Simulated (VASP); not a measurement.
# Ti (P2_1/m) in VASP: further runs

Runs on Ti. Level: PBEsol. Tasks: single point.

All numbers are computed with VASP 6.6.1; they aren't measurements. Logs are shortened: lines on timing, memory, paths and dates and some standing lists are left out, and cuts for length are marked.

### 1 The cell of the first run

Symmetry: P2_1/m, No. 11, monoclinic system. The conventional cell has a = 3.210 Å, b = 3.210 Å, c = 3.210 Å, α = 90.00°, β = 90.00°, γ = 90.00°. Ti (site symmetry m) has 14 Ti at 2.54 to 3.21 Å within 3.4 Å.

### 2 Single point, PBEsol (atoms displaced along a vibrational mode)

Input file INCAR:

```
SYSTEM = Ti
ALGO     = Fast           ! electronic algorithm
EDIFF    = 1E-6           ! SCF threshold, eV
ENCUT    = 520            ! plane-wave cutoff, eV
GGA      = PS             ! functional
ISIF     = 2              ! what is computed and relaxed
ISMEAR   = 0              ! smearing method
LASPH    = .TRUE.         ! aspherical terms in the spheres
LCHARG   = .FALSE.        ! write CHGCAR
LREAL    = .FALSE.        ! projectors in reciprocal space
LWAVE    = .FALSE.        ! write WAVECAR
NBANDS   = 19             ! bands
NELM     = 60             ! most SCF steps
PREC     = Accurate       ! precision mode
SIGMA    = 0.15           ! smearing width, eV
```

Input file KPOINTS:

```
k-points
0
G
  14 14 14
  0 0 0
```

Input file POSCAR:

```
Ti
1.0
    0.0000000000     -3.2099008398      0.0000000000
   -3.2099008398      0.0000000000      0.0000000000
    0.0000000000      0.0000000000     -3.2099008398
Ti
2
Direct
    0.5114645286      0.5573226430      0.5000000000
   -0.0114645286     -0.0573226430      0.0000000000
```

Potentials or basis: VASP PAW PBE potentials, release 64 (Ti_sv).

Command:

```sh
$ cat potpaw_PBE.64/Ti_sv/POTCAR > POTCAR
$ mpirun -np 1 vasp_std > vasp.out
```

OUTCAR:

```text
SYSTEM = Ti
   EDIFF = 1E-6
   ENCUT = 520
   GGA = PS
   ISIF = 2
   ISMEAR = 0
   LASPH = .TRUE.
   LREAL = .FALSE.
   NELM = 60
   PREC = Accurate

 ion  position               nearest neighbor table
   1  0.511  0.557  0.500-   2 2.54   2 2.54   2 2.63   2 2.63
   2  0.989  0.943  0.000-   1 2.54   1 2.54   1 2.63   1 2.63

  LATTYP: Found a simple cubic cell.
 ALAT       =     3.2099008398

  Lattice vectors:

 A1 = (   0.0000000000,  -3.2099008398,   0.0000000000)
 A2 = (  -3.2099008398,   0.0000000000,   0.0000000000)
 A3 = (   0.0000000000,   0.0000000000,  -3.2099008398)

Analysis of symmetry for initial positions (statically):
=====================================================================
 Subroutine PRICEL returns:
 Original cell was already a primitive cell.

 Routine SETGRP: Setting up the symmetry group for a
 simple cubic supercell.

 Subroutine GETGRP returns: Found  4 space group operations
 (whereof  2 operations were pure point group operations)
 out of a pool of 48 trial point group operations.

The static configuration has the point symmetry C_1h.
 The point group associated with its full space group is C_2h.

Analysis of symmetry for dynamics (positions and initial velocities):
=====================================================================
 Subroutine PRICEL returns:
 Original cell was already a primitive cell.

 Routine SETGRP: Setting up the symmetry group for a
 simple cubic supercell.

 Subroutine GETGRP returns: Found  4 space group operations
 (whereof  2 operations were pure point group operations)
 out of a pool of 48 trial point group operations.

The dynamic configuration has the point symmetry C_1h.
 The point group associated with its full space group is C_2h.

 Subroutine INISYM returns: Found  4 space group operations
 (whereof  2 operations are pure point group operations),
 and found     1 'primitive' translations

----------------------------------------------------------------------------------------

                                     Primitive cell

  volume of cell :      33.0731

  direct lattice vectors                    reciprocal lattice vectors
     0.000000000 -3.209900840  0.000000000     0.000000000 -0.311536103  0.000000000
    -3.209900840  0.000000000  0.000000000    -0.311536103  0.000000000  0.000000000
     0.000000000  0.000000000 -3.209900840     0.000000000  0.000000000 -0.311536103

  length of vectors
     3.209900840  3.209900840  3.209900840     0.311536103  0.311536103  0.311536103

[... 74 lines left out ...]
   ISPIN  =      1    spin polarized calculation?
   LNONCOLLINEAR =      F non collinear calculations
   LSORBIT =      F    spin-orbit coupling
   LASPH  =      T    aspherical Exc in radial PAW
   ENCUT  =  520.0 eV  38.22 Ry    6.18 a.u.   5.97  5.97  5.97*2*pi/ulx,y,z
   NELM   =     60;   NELMIN=  2; NELMDL= -5     # of ELM steps
   EDIFF  = 0.1E-05   stopping-criterion for ELM
   LREAL  =      F    real-space projection
   EDIFFG = 0.1E-04   stopping-criterion for IOM
   NSW    =      0    number of steps for IOM
   IBRION =     -1    ionic relax: 0-MD 1-quasi-New 2-CG
   NFREE  =      0    steps in history (QN), initial steepest desc. (CG)
   ISIF   =      2    stress and relaxation
   ISYM   =      2    0-nonsym 1-usesym 2-fastsym
   POTIM  = 0.5000    time-step for ionic-motion
   TEBEG  =    0.0;   TEEND  =   0.0 temperature during run
   PSTRESS=    0.0 pullay stress
   NELECT =      24.0000    total number of electrons
   NUPDOWN=      -1.0000    fix difference up-down
   EMIN   =  10.00;   EMAX   =-10.00  energy-range for DOS
   EFERMI =   0.00;   METHOD = LEGACY
   ISMEAR =     0;   SIGMA  =   0.15  broadening in eV -4-tet -1-fermi 0-gaus
   EFERMI_NEDOS =   21; number of points for ismear=-14 and -15
   IALGO  =     68    algorithm
   IMIX   =      4    mixing-type and parameters
     AMIX     =   0.40;   BMIX     =  1.00
     AMIX_MAG =   1.60;   BMIX_MAG =  1.00
  volume/ion in A,a.u.               =      16.54       111.59
  Fermi-wavevector in a.u.,A,eV,Ry     =   1.471139  2.780049 29.446397  2.164249
  Thomas-Fermi vector in A             =   2.586311
   LORBIT       =      0    0 simple, 1 ext, 2 COOP (PROOUT), +10 PAW based schemes
   GGA     = PS    functional components
   LHFCALC =     F    Hartree Fock is set to
   AEXX    =    0.0000 exact exchange contribution
   IVDW    =     0    specifies the selected vdW correction
   LEPSILON=     F    determine dielectric tensor
   LRPA    =     F    only Hartree local field effects (RPA)
 non-spin polarized calculation
 RMM-DIIS sequential band-by-band and
 Gauss-broadening in eV      SIGMA  =   0.15
  energy-cutoff  :      520.00
  volume of cell :       33.07
 maximum number of plane-waves:       912
   NGX = 11   NGY = 11   NGZ = 11

 number of electron      24.0000001 magnetization

 Free energy of the ion-electron system (eV)
  ---------------------------------------------------
  ext. energy  EPLUGINS =         0.00000000
  ---------------------------------------------------
  free energy    TOTEN  =       -16.14575695 eV

  energy without entropy =      -16.09605313  energy(sigma->0) =      -16.12090504

 E-fermi :   8.4323     XC(G=0): -11.8300

 val. band max:        8.4315483790   @ k =   0.0714   0.0714   0.3571
 cond. band min:       8.4324656878   @ k =   0.3571   0.4286  -0.2143
 fundamental gap:      0.0009173088
 Fermi energy:         8.4322664338

 k-point     1 :       0.0000    0.0000    0.0000
  band No.  band energies     occupation
      1     -47.7503      2.00000
      2     -47.3837      2.00000
      3     -24.2467      2.00000
      4     -24.2444      2.00000
      5     -24.0970      2.00000
      6     -23.6566      2.00000
[... 505 lines left out ...]
      6     -23.6722      2.00000
[... 11 lines left out ...]
     18      12.1600      0.00000
     19      12.8537      0.00000

 [... further k-points ...]
[... 5 lines left out ...]
  --------------------------------------------------------------------------------------
  -------------------------------------------------------------------------------------
  Total       -0.2719758      0.9082458      0.9953525      0.2235359      0.0000000      0.0000000
  in kB      -13.1754665     43.9986275     48.2183810     10.8288655      0.0000000      0.0000000
  external PRESSURE =      26.3471807 kB  Pullay stress =       0.0000000 kB

 VOLUME and BASIS-vectors are now :
 -----------------------------------------------------------------------------
  energy-cutoff  :      520.00
  volume of cell :       33.07
      direct lattice vectors                 reciprocal lattice vectors
     0.000000000 -3.209900840  0.000000000     0.000000000 -0.311536103  0.000000000
    -3.209900840  0.000000000  0.000000000    -0.311536103  0.000000000  0.000000000
     0.000000000  0.000000000 -3.209900840     0.000000000  0.000000000 -0.311536103

 POSITION                                       TOTAL-FORCE (eV/Angst)
 -----------------------------------------------------------------------------------
     -1.78895     -1.64175     -1.60495         1.761407      0.516703      0.000000
     -3.02590     -3.17310      0.00000        -1.761407     -0.516703      0.000000
 -----------------------------------------------------------------------------------
    total drift:                               -0.000000     -0.000000     -0.000000

  FREE ENERGIE OF THE ION-ELECTRON SYSTEM (eV)
  ---------------------------------------------------
  free  energy   TOTEN  =       -16.1457569538 eV

  energy  without entropy=      -16.0960531325  energy(sigma->0) =      -16.12090504
```

OSZICAR:

```text
N       E                     dE             d eps       ncg     rms          rms(c)
DAV:   1     0.249843046343E+03    0.24984E+03   -0.11992E+04 30408   0.155E+03
DAV:   2     0.775410346340E+01   -0.24209E+03   -0.23805E+03 31057   0.440E+02
DAV:   3    -0.171928923323E+02   -0.24947E+02   -0.24565E+02 56713   0.118E+02
[... 26 lines left out ...]
RMM:  30    -0.161457530014E+02   -0.15795E-05   -0.19691E-05 42053   0.220E-02    0.104E-02
RMM:  31    -0.161457544436E+02   -0.14422E-05   -0.17013E-05 40577   0.199E-02    0.122E-02
RMM:  32    -0.161457554601E+02   -0.10166E-05   -0.12751E-05 39889   0.182E-02    0.129E-02
RMM:  33    -0.161457563179E+02   -0.85772E-06   -0.11095E-05 37931   0.165E-02    0.123E-02
RMM:  34    -0.161457569538E+02   -0.63597E-06   -0.88755E-06 38453   0.154E-02
   1 F= -.16145757E+02 E0= -.16120905E+02  d E =-.497038E-01
```

Run time: 17 min. Hardware: 1 thread of Intel Xeon 8259CL, shared host; peak memory 0.48 GiB.

What came out:

```
Free energy            : -16.1458 eV
Pressure               : 2.6 GPa
Largest force          : 1.836 eV/Å
Band gap on the k mesh : zero (bands 12 and 13 overlap by 1.64 eV)
```

Forces in eV/Å, atoms in the order of the input:
```
Ti   1.761  0.517  0.000
Ti  -1.761 -0.517  0.000
```

Caveat: the cell differs from its parent crystal (atoms displaced along a vibrational mode); the PAW data sets were made with another functional, which shifts forces and pressure a little.

### 3 Single point, PBEsol (atoms displaced along a vibrational mode)

INCAR, as its differences from that of step 2:

```diff
@@ -8,4 +8,6 @@
 LASPH    = .TRUE.         ! aspherical terms in the spheres
-LCHARG   = .FALSE.        ! write CHGCAR
+LCHARG   = .TRUE.         ! write CHGCAR
+LELF     = .TRUE.         ! ELF
 LREAL    = .FALSE.        ! projectors in reciprocal space
+LVHAR    = .TRUE.       
 LWAVE    = .FALSE.        ! write WAVECAR
```

KPOINTS is that of step 2.

Input file POSCAR:

```
Ti
1.0
    0.0000000000     -3.2099008398      0.0000000000
   -3.2099008398      0.0000000000      0.0000000000
    0.0000000000      0.0000000000     -3.2099008398
Ti
2
Direct
    0.5114645286      0.5343935858      0.5000000000
   -0.0114645286     -0.0343935858      0.0000000000
```

Potentials or basis: VASP PAW PBE potentials, release 64 (Ti_sv).

Command:

```sh
$ cat potpaw_PBE.64/Ti_sv/POTCAR > POTCAR
$ mpirun -np 1 vasp_std > vasp.out
```

Run time: 17 min. Hardware: 1 thread of Intel Xeon 8259CL, shared host; peak memory 0.48 GiB.

Results (log left out):

```yaml
Free_energy: -16.3621 eV
Pressure: 1.2 GPa
Largest_force: 1.207 eV/Å
Band_gap_on_the_k_mesh: zero (bands 12 and 13 overlap by 1.51 eV)
```

Forces on the atoms (eV/Å):
```
Ti   1.117  0.456  0.000
Ti  -1.117 -0.456  0.000
```

Stress tensor (GPa, compression positive):
```
0.39 1.06 0.00
1.06 1.49 0.00
0.00 0.00 1.78
```

Levels at points of the mesh, in eV from the Fermi level:
```
           k point  band 10  band 11  band 12  band 13  band 14  band 15
(0.00, 0.00, 0.00)    -2.33    -2.16     0.90     1.15     1.16     2.61
(0.50, 0.00, 0.00)    -2.59    -0.52    -0.11     1.08     1.13     1.76
(0.00, 0.50, 0.00)    -2.57    -0.76     0.70     1.29     1.36     1.36
(0.00, 0.00, 0.50)    -2.60    -0.34    -0.34     1.11     1.11     1.85
(0.50, 0.50, 0.00)    -2.57    -0.48    -0.45     1.20     1.29     3.00
(0.00, 0.50, 0.50)    -2.56    -0.44    -0.44     1.25     1.25     3.10
(0.50, 0.00, 0.50)    -2.49    -0.29    -0.29     1.34     1.34     2.81
(0.50, 0.50, 0.50)    -0.82    -0.58    -0.58    -0.31    -0.31     3.36
```

Caveat: the cell differs from its parent crystal (atoms displaced along a vibrational mode); the PAW data sets were made with another functional, which shifts forces and pressure a little.

### 4 Single point, PBEsol (atoms displaced along a vibrational mode)

Input file INCAR:

```
PREC = Accurate
ENCUT = 520
EDIFF = 1E-6
ISMEAR = 0
SIGMA = 0.15
LREAL = False
LASPH = True
NELM = 80
ALGO = Fast
ISIF = 2
LWAVE = False
LCHARG = True
GGA = PS
LELF = True
LVHAR = True
NBANDS = 19
```

Input file KPOINTS:

```
regular mesh
0
Gamma
  14 14 14
```

Input file POSCAR:

```
Ti
1.0
    0.0000000000     -3.2099008398      0.0000000000
   -3.2099008398      0.0000000000      0.0000000000
    0.0000000000      0.0000000000     -3.2099008398
Ti
2
Direct
    0.5114645286      0.5458581144      0.5000000000
   -0.0114645286     -0.0458581144      0.0000000000
```

Potentials or basis: VASP PAW PBE potentials, release 64 (Ti_sv).

Command:

```sh
$ cat potpaw_PBE.64/Ti_sv/POTCAR > POTCAR
$ mpirun -np 1 vasp_std > vasp.out
```

OUTCAR:

```text
PREC = Accurate
   ENCUT = 520
   EDIFF = 1E-6
   ISMEAR = 0
   LREAL = False
   LASPH = True
   NELM = 80
   ISIF = 2
   GGA = PS

 ion  position               nearest neighbor table
   1  0.511  0.546  0.500-   2 2.58   2 2.58   2 2.67   2 2.67   2 2.92   2 2.92
   2  0.989  0.954  0.000-   1 2.58   1 2.58   1 2.67   1 2.67   1 2.92   1 2.92

  LATTYP: Found a simple cubic cell.
 ALAT       =     3.2099008398

  Lattice vectors:

 A1 = (   0.0000000000,  -3.2099008398,   0.0000000000)
 A2 = (  -3.2099008398,   0.0000000000,   0.0000000000)
 A3 = (   0.0000000000,   0.0000000000,  -3.2099008398)

Analysis of symmetry for initial positions (statically):
=====================================================================
 Subroutine PRICEL returns:
 Original cell was already a primitive cell.

 Routine SETGRP: Setting up the symmetry group for a
 simple cubic supercell.

 Subroutine GETGRP returns: Found  4 space group operations
 (whereof  2 operations were pure point group operations)
 out of a pool of 48 trial point group operations.

The static configuration has the point symmetry C_1h.
 The point group associated with its full space group is C_2h.

Analysis of symmetry for dynamics (positions and initial velocities):
=====================================================================
 Subroutine PRICEL returns:
 Original cell was already a primitive cell.

 Routine SETGRP: Setting up the symmetry group for a
 simple cubic supercell.

 Subroutine GETGRP returns: Found  4 space group operations
 (whereof  2 operations were pure point group operations)
 out of a pool of 48 trial point group operations.

The dynamic configuration has the point symmetry C_1h.
 The point group associated with its full space group is C_2h.

 Subroutine INISYM returns: Found  4 space group operations
[... 106 lines left out ...]
   TEBEG  =    0.0;   TEEND  =   0.0 temperature during run
   PSTRESS=    0.0 pullay stress
   NELECT =      24.0000    total number of electrons
   NUPDOWN=      -1.0000    fix difference up-down
   EMIN   =  10.00;   EMAX   =-10.00  energy-range for DOS
   EFERMI =   0.00;   METHOD = LEGACY
   ISMEAR =     0;   SIGMA  =   0.15  broadening in eV -4-tet -1-fermi 0-gaus
   EFERMI_NEDOS =   21; number of points for ismear=-14 and -15
   IALGO  =     68    algorithm
   IMIX   =      4    mixing-type and parameters
     AMIX     =   0.40;   BMIX     =  1.00
     AMIX_MAG =   1.60;   BMIX_MAG =  1.00
  volume/ion in A,a.u.               =      16.54       111.59
  Fermi-wavevector in a.u.,A,eV,Ry     =   1.471139  2.780049 29.446397  2.164249
  Thomas-Fermi vector in A             =   2.586311
   LORBIT       =      0    0 simple, 1 ext, 2 COOP (PROOUT), +10 PAW based schemes
   GGA     = PS    functional components
   LHFCALC =     F    Hartree Fock is set to
   AEXX    =    0.0000 exact exchange contribution
   IVDW    =     0    specifies the selected vdW correction
   LEPSILON=     F    determine dielectric tensor
   LRPA    =     F    only Hartree local field effects (RPA)
 non-spin polarized calculation
 RMM-DIIS sequential band-by-band and
 Gauss-broadening in eV      SIGMA  =   0.15
  energy-cutoff  :      520.00
  volume of cell :       33.07
 maximum number of plane-waves:       912
   NGX = 11   NGY = 11   NGZ = 11

 number of electron      24.0000000 magnetization

 Free energy of the ion-electron system (eV)
  ---------------------------------------------------
  ext. energy  EPLUGINS =         0.00000000
  ---------------------------------------------------
  free energy    TOTEN  =       -16.26609454 eV

  energy without entropy =      -16.21754548  energy(sigma->0) =      -16.24182001

 E-fermi :   8.4391     XC(G=0): -11.8420

 val. band max:        8.4379726626   @ k =   0.3571   0.4286  -0.2143
 cond. band min:       8.4403464564   @ k =   0.3571   0.2143  -0.2857
 fundamental gap:      0.0023737938
 Fermi energy:         8.4390720715

 k-point     1 :       0.0000    0.0000    0.0000
  band No.  band energies     occupation
      1     -47.7376      2.00000
      2     -47.4019      2.00000
      3     -24.2132      2.00000
      4     -24.2112      2.00000
      5     -24.1122      2.00000
      6     -23.6368      2.00000
[... 505 lines left out ...]
      6     -23.6559      2.00000
[... 11 lines left out ...]
     18      12.2424      0.00000
     19      12.7603      0.00000

 [... further k-points ...]
[... 5 lines left out ...]
  --------------------------------------------------------------------------------------
  -------------------------------------------------------------------------------------
  Total       -0.0456406      0.5051606      0.5780261      0.2369790      0.0000000      0.0000000
  in kB       -2.2109905     24.4717582     28.0016217     11.4800960      0.0000000      0.0000000
  external PRESSURE =      16.7541298 kB  Pullay stress =       0.0000000 kB

 VOLUME and BASIS-vectors are now :
 -----------------------------------------------------------------------------
  energy-cutoff  :      520.00
  volume of cell :       33.07
      direct lattice vectors                 reciprocal lattice vectors
     0.000000000 -3.209900840  0.000000000     0.000000000 -0.311536103  0.000000000
    -3.209900840  0.000000000  0.000000000    -0.311536103  0.000000000  0.000000000
     0.000000000  0.000000000 -3.209900840     0.000000000  0.000000000 -0.311536103

 POSITION                                       TOTAL-FORCE (eV/Angst)
 -----------------------------------------------------------------------------------
     -1.75215     -1.64175     -1.60495         1.484119      0.494275      0.000000
     -3.06270     -3.17310      0.00000        -1.484119     -0.494275      0.000000
 -----------------------------------------------------------------------------------
    total drift:                               -0.000000     -0.000000     -0.000000

  FREE ENERGIE OF THE ION-ELECTRON SYSTEM (eV)
  ---------------------------------------------------
  free  energy   TOTEN  =       -16.2660945414 eV

  energy  without entropy=      -16.2175454817  energy(sigma->0) =      -16.24182001
```

Run time: 5.6 min. Hardware: 1 thread of Intel Xeon 6975P-C (Granite Rapids), shared host; peak memory 0.47 GiB.

Results:

```
Free energy            : -16.2661 eV
Pressure               : 1.7 GPa
Largest force          : 1.564 eV/Å
Band gap on the k mesh : zero (bands 12 and 13 overlap by 1.51 eV)
```

Forces on the atoms (eV/Å):
```
Ti   1.484  0.494  0.000
Ti  -1.484 -0.494  0.000
```

Stress tensor (GPa, compression positive):
```
-0.22  1.15  0.00
 1.15  2.45  0.00
 0.00  0.00  2.80
```

Caveat: the cell differs from its parent crystal (atoms displaced along a vibrational mode); the PAW data sets were made with another functional, which shifts forces and pressure a little.

### 5 The runs side by side

```tsv
cell	gap on the mesh (eV)	pressure (GPa)	largest force (eV/Å)
as given, atomic positions A	none	2.6	1.84
as given, atomic positions B	none	1.2	1.21
as given, atomic positions C	none	1.7	1.56
```

Alike in all rows: task single point; level PBEsol; potentials or basis VASP PAW PBE potentials, release 64 (Ti_sv); no spin polarisation; k mesh 14 × 14 × 14; cutoff (eV) 520; smearing gaussian 0.15 eV.

Caveats: the PAW data sets were made with another functional, which shifts forces and pressure a little.

Total energies depend on the potentials used, so only differences within one code and one set of settings carry meaning.
